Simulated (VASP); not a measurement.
# W (Im-3m) in VASP: further runs

The runs below take W through single point, with PBE.

All numbers are computed with VASP 6.6.1; they aren't measurements. Logs are shortened: lines on timing, memory, paths and dates and some standing lists are left out, and cuts for length are marked.

## (1) The cell of the first run

The structure is cubic, space group Im-3m (No. 229). The conventional cell has a = 3.184 Å, b = 3.184 Å, c = 3.184 Å, α = 90.00°, β = 90.00°, γ = 90.00°. W (site symmetry m-3m) has 14 W at 2.76 to 3.18 Å within 3.6 Å.

## (2) Single point, PBE

Contents of INCAR:

```
  PREC = Accurate
  ENCUT = 500
  EDIFF = 1E-6
  ISMEAR = -1
  SIGMA = 0.1
  LREAL = F
  LASPH = T
  NELM = 120
  ALGO = Normal
  ISIF = 2
  LWAVE = F
  LCHARG = F
  GGA = PE
  NBANDS = 21
  GGA_COMPAT = F
```

Contents of KPOINTS:

```
regular mesh
0
Gamma
  2 2 2
```

Contents of POSCAR:

```
W
1.0
    3.1844833900      0.0000000000      0.0000000000
    0.0000000000      3.1844833900      0.0000000000
    0.0000000000      0.0000000000      3.1844833900
W
2
Direct
    0.0000000000      0.0000000000      0.0000000000
    0.5000000000      0.5000000000      0.5000000000
```

Potentials or basis: VASP PAW PBE potentials, release 64 (W_sv).

Command:

```console
$ cat potpaw_PBE.64/W_sv/POTCAR > POTCAR
$ mpirun -np 1 vasp_std > vasp.out
```

OUTCAR:

```text
PREC = Accurate
   ENCUT = 500
   EDIFF = 1E-6
   ISMEAR = -1
   LREAL = F
   LASPH = T
   NELM = 120
   ISIF = 2
   GGA = PE

 ion  position               nearest neighbor table
   1  0.000  0.000  0.000-   2 2.76   2 2.76   2 2.76   2 2.76   2 2.76   2 2.76   2 2.76   2 2.76

   2  0.500  0.500  0.500-   1 2.76   1 2.76   1 2.76   1 2.76   1 2.76   1 2.76   1 2.76   1 2.76

  LATTYP: Found a simple cubic cell.
 ALAT       =     3.1844833900

  Lattice vectors:

 A1 = (   3.1844833900,   0.0000000000,   0.0000000000)
 A2 = (   0.0000000000,   3.1844833900,   0.0000000000)
 A3 = (   0.0000000000,   0.0000000000,   3.1844833900)

Analysis of symmetry for initial positions (statically):
=====================================================================
 Subroutine PRICEL returns following result:

  LATTYP: Found a body centered cubic cell.
 ALAT       =     3.1844833900

  Lattice vectors:

 A1 = (   1.5922416950,   1.5922416950,  -1.5922416950)
 A2 = (  -1.5922416950,   1.5922416950,   1.5922416950)
 A3 = (   1.5922416950,  -1.5922416950,   1.5922416950)

   2 primitive cells build up your supercell.

 Routine SETGRP: Setting up the symmetry group for a
 simple cubic supercell.

 Subroutine GETGRP returns: Found 48 space group operations
 (whereof 48 operations were pure point group operations)
 out of a pool of 48 trial point group operations.

The static configuration has the point symmetry O_h .

Analysis of symmetry for dynamics (positions and initial velocities):
=====================================================================
 Subroutine PRICEL returns following result:

  LATTYP: Found a body centered cubic cell.
 ALAT       =     3.1844833900

  Lattice vectors:

 A1 = (   1.5922416950,   1.5922416950,  -1.5922416950)
 A2 = (  -1.5922416950,   1.5922416950,   1.5922416950)
 A3 = (   1.5922416950,  -1.5922416950,   1.5922416950)

   2 primitive cells build up your supercell.

 Routine SETGRP: Setting up the symmetry group for a
 simple cubic supercell.

 Subroutine GETGRP returns: Found 48 space group operations
 (whereof 48 operations were pure point group operations)
 out of a pool of 48 trial point group operations.

The dynamic configuration has the point symmetry O_h .

[... 66 lines left out ...]
   PREC   = accura    normal or accurate (medium, high low for compatibility)
   ISTART =      0    job   : 0-new  1-cont  2-samecut
   ICHARG =      2    charge: 1-file 2-atom 10-const
   ISPIN  =      1    spin polarized calculation?
   LNONCOLLINEAR =      F non collinear calculations
   LSORBIT =      F    spin-orbit coupling
   LASPH  =      T    aspherical Exc in radial PAW
   ENCUT  =  500.0 eV  36.75 Ry    6.06 a.u.   5.81  5.81  5.81*2*pi/ulx,y,z
   NELM   =    120;   NELMIN=  2; NELMDL= -5     # of ELM steps
   EDIFF  = 0.1E-05   stopping-criterion for ELM
   LREAL  =      F    real-space projection
   EDIFFG = 0.1E-04   stopping-criterion for IOM
   NSW    =      0    number of steps for IOM
   IBRION =     -1    ionic relax: 0-MD 1-quasi-New 2-CG
   NFREE  =      0    steps in history (QN), initial steepest desc. (CG)
   ISIF   =      2    stress and relaxation
   ISYM   =      2    0-nonsym 1-usesym 2-fastsym
   POTIM  = 0.5000    time-step for ionic-motion
   TEBEG  =    0.0;   TEEND  =   0.0 temperature during run
   PSTRESS=    0.0 pullay stress
   NELECT =      28.0000    total number of electrons
   NUPDOWN=      -1.0000    fix difference up-down
   EMIN   =  10.00;   EMAX   =-10.00  energy-range for DOS
   EFERMI =   0.00;   METHOD = LEGACY
   ISMEAR =    -1;   SIGMA  =   0.10  broadening in eV -4-tet -1-fermi 0-gaus
   EFERMI_NEDOS =   21; number of points for ismear=-14 and -15
   IALGO  =     38    algorithm
   IMIX   =      4    mixing-type and parameters
     AMIX     =   0.40;   BMIX     =  1.00
     AMIX_MAG =   1.60;   BMIX_MAG =  1.00
  volume/ion in A,a.u.               =      16.15       108.96
  Fermi-wavevector in a.u.,A,eV,Ry     =   1.561068  2.949991 33.156495  2.436934
  Thomas-Fermi vector in A             =   2.664188
   LORBIT       =      0    0 simple, 1 ext, 2 COOP (PROOUT), +10 PAW based schemes
   GGA     = PE    functional components
   LHFCALC =     F    Hartree Fock is set to
   AEXX    =    0.0000 exact exchange contribution
   IVDW    =     0    specifies the selected vdW correction
   LEPSILON=     F    determine dielectric tensor
   LRPA    =     F    only Hartree local field effects (RPA)
 non-spin polarized calculation
  energy-cutoff  :      500.00
  volume of cell :       32.29
 maximum number of plane-waves:       840
 NGX is ok and might be reduce to    24
   NGX = 11   NGY = 11   NGZ = 11

 number of electron      27.9999994 magnetization

 Free energy of the ion-electron system (eV)
  ---------------------------------------------------
  ext. energy  EPLUGINS =         0.00000000
  ---------------------------------------------------
  free energy    TOTEN  =       -23.70929614 eV

  energy without entropy =      -23.68487914  energy(sigma->0) =      -23.69708764

 E-fermi :  11.3731     XC(G=0): -13.4523

 val. band max:       10.8819478870   @ k =   0.5000   0.0000   0.0000
 cond. band min:      11.7942246156   @ k =   0.5000   0.5000   0.0000
 fundamental gap:      0.9122767286
 Fermi energy:        11.3731301230

 k-point     1 :       0.0000    0.0000    0.0000
  band No.  band energies     occupation
      1     -62.4851      2.00000
      2     -62.2645      2.00000
      3     -26.9965      2.00000
      4     -26.9965      2.00000
      5     -26.9965      2.00000
      6     -26.1260      2.00000
[... 85 lines left out ...]
     20      17.7180      0.00000
     21      23.3744      0.00000

------------------------ aborting loop because EDIFF is reached ----------------------------------------

  FORCE on cell =-STRESS in cart. coord.  units (eV):
  Direction    XX          YY          ZZ          XY          YZ          ZX
  --------------------------------------------------------------------------------------
  -------------------------------------------------------------------------------------
  Total       -0.4361767     -0.4361767     -0.4361767     -0.0000000      0.0000000     -0.0000000
  in kB      -21.6399406    -21.6399406    -21.6399406     -0.0000000      0.0000000     -0.0000000
  external PRESSURE =     -21.6399406 kB  Pullay stress =       0.0000000 kB

 VOLUME and BASIS-vectors are now :
 -----------------------------------------------------------------------------
  energy-cutoff  :      500.00
  volume of cell :       32.29
      direct lattice vectors                 reciprocal lattice vectors
     3.184483390  0.000000000  0.000000000     0.314022677  0.000000000  0.000000000
     0.000000000  3.184483390  0.000000000     0.000000000  0.314022677  0.000000000
     0.000000000  0.000000000  3.184483390     0.000000000  0.000000000  0.314022677

 POSITION                                       TOTAL-FORCE (eV/Angst)
 -----------------------------------------------------------------------------------
      0.00000      0.00000      0.00000        -0.000000     -0.000000     -0.000000
      1.59224      1.59224      1.59224         0.000000      0.000000      0.000000
 -----------------------------------------------------------------------------------
    total drift:                                0.000000      0.000000     -0.000000

  FREE ENERGIE OF THE ION-ELECTRON SYSTEM (eV)
  ---------------------------------------------------
  free  energy   TOTEN  =       -23.7092961406 eV

  energy  without entropy=      -23.6848791409  energy(sigma->0) =      -23.69708764
```

OSZICAR:

```text
N       E                     dE             d eps       ncg     rms          rms(c)
DAV:   1     0.278900780429E+03    0.27890E+03   -0.15436E+04   168   0.151E+03
DAV:   2    -0.154032441824E+02   -0.29430E+03   -0.28537E+03   191   0.472E+02
DAV:   3    -0.243382507181E+02   -0.89350E+01   -0.85860E+01   193   0.777E+01
DAV:   4    -0.244150513217E+02   -0.76801E-01   -0.76773E-01   173   0.774E+00
DAV:   5    -0.244159131834E+02   -0.86186E-03   -0.86186E-03   193   0.820E-01    0.284E+01
DAV:   6    -0.238329823996E+02    0.58293E+00   -0.78210E-01   176   0.825E+00    0.126E+01
DAV:   7    -0.237120508219E+02    0.12093E+00   -0.38682E-01   168   0.545E+00    0.901E-01
DAV:   8    -0.237092133227E+02    0.28375E-02   -0.83355E-03   168   0.913E-01    0.164E-01
DAV:   9    -0.237093067825E+02   -0.93460E-04   -0.26403E-04   202   0.156E-01    0.534E-02
DAV:  10    -0.237092954529E+02    0.11330E-04   -0.53945E-05   168   0.771E-02    0.698E-03
DAV:  11    -0.237092961406E+02   -0.68764E-06   -0.25986E-06   146   0.163E-02
   1 F= -.23709296E+02 E0= -.23697088E+02  d E =-.244170E-01
```

Wall time 5.2 s (1 thread of Intel Xeon Platinum 8259CL at 2.50GHz (Skylake/Cascade Lake), shared host); peak memory 0.13 GiB.

What came out:

| Property | Result |
| --- | --- |
| Free energy | -23.7093 eV |
| Pressure | -2.2 GPa |
| Band gap on the k mesh | zero (band 14 reaches 11.79 eV, above the bottom of band 15 at 10.88 eV) |

Levels at points of the mesh, in eV from the Fermi level:
```tsv
k point	band 12	band 13	band 14	band 15	band 16	band 17
(0.00, 0.00, 0.00)	-1.13	-1.13	-1.13	2.25	2.25	5.19
(0.50, 0.00, 0.00)	-2.81	-0.49	-0.49	-0.49	-0.49	1.43
(0.50, 0.50, 0.00)	-3.47	0.42	0.42	2.16	2.16	3.14
(0.50, 0.50, 0.50)	-2.97	-2.97	-2.97	3.31	3.31	3.31
```

Caveat: the k points lie up to 0.99 Å⁻¹ apart; spin-orbit coupling is left out, which moves the levels of the heavy elements.

## (3) Single point, PBE

Contents of INCAR:

```
SYSTEM = W
PREC = Accurate ; ENCUT = 500
EDIFF = 1E-6 ; ISMEAR = -1
SIGMA = 0.1 ; LREAL = .False.
LASPH = .True. ; NELM = 120
ALGO = Normal ; ISIF = 2
LWAVE = .False. ; LCHARG = .True.
GGA = PE ; LELF = .True.
LVHAR = .True. ; NBANDS = 21
GGA_COMPAT = .False.
```

Contents of KPOINTS:

```
Automatic mesh
0
Gamma
  2 2 2
  0 0 0
```

POSCAR is that of step 2.

Potentials or basis: VASP PAW PBE potentials, release 64 (W_sv).

Command:

```console
$ cat potpaw_PBE.64/W_sv/POTCAR > POTCAR
$ mpirun -np 1 vasp_std > vasp.out
```

Run time: 4.9 s. Hardware: 1 thread of Intel Xeon Platinum 8259CL at 2.50GHz (Skylake/Cascade Lake), shared host; peak memory 0.13 GiB.

The run converged. Its results:

```
Free energy            : -23.7093 eV
Pressure               : -2.2 GPa
Band gap on the k mesh : zero (band 14 reaches 11.79 eV, above the bottom of band 15 at 10.88 eV)
```

Levels at points of the mesh, in eV from the Fermi level:
| k point | band 10 | band 11 | band 12 | band 13 | band 14 | band 15 | band 16 | band 17 | band 18 | band 19 |
| --- | --- | --- | --- | --- | --- | --- | --- | --- | --- | --- |
| (0.00, 0.00, 0.00) | -5.81 | -5.81 | -1.13 | -1.13 | -1.13 | 2.25 | 2.25 | 5.19 | 5.19 | 5.19 |
| (0.50, 0.00, 0.00) | -5.34 | -2.81 | -2.81 | -0.49 | -0.49 | -0.49 | -0.49 | 1.43 | 1.43 | 3.44 |
| (0.50, 0.50, 0.00) | -6.27 | -3.47 | -3.47 | 0.42 | 0.42 | 2.16 | 2.16 | 3.14 | 3.14 | 6.17 |
| (0.50, 0.50, 0.50) | -2.97 | -2.97 | -2.97 | -2.97 | -2.97 | 3.31 | 3.31 | 3.31 | 3.31 | 6.34 |

Caveat: the k points lie up to 0.99 Å⁻¹ apart; spin-orbit coupling is left out, which moves the levels of the heavy elements.
